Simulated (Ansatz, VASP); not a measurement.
**Zn4S in VASP and in Ansatz**

```
CELL_PARAMETERS angstrom
5.36328 0.00000 0.00000
0.00000 5.36328 0.00000
0.00000 0.00000 3.39256
ATOMIC_POSITIONS crystal
Zn 0.73508 0.73508 0.00000
Zn 0.26492 0.26492 0.00000
Zn 0.26492 0.73508 0.00000
Zn 0.73508 0.26492 0.00000
S 0.00000 0.00000 0.50000
```

Alike in both runs: functional PBE; k mesh 8 × 8 × 12; occupations gaussian, width 0.1 eV; no spin polarisation.

Ansatz relaxed the structure, and its values are those at the end. VASP's run is a single point on that final structure, the one shown.

```csv
,VASP,Ansatz
version,VASP 6.6.1,Ansatz 0.2.0
potentials or method,"VASP PAW PBE potentials, release 64 (Zn, S), cutoff 520 eV","scalar-relativistic, plane waves, PAW"
valence electrons in the cell,54,54
```

```tsv
	VASP	Ansatz	Ansatz less VASP
gap on the k mesh at the Fermi level (eV)	none	none	-
pressure (GPa)	0.1	0.0	-0.15
```

A gap of «none» marks a metal or a gap that the smearing closes. The functional is the same, so the differences come from potentials, cutoffs and numerics.
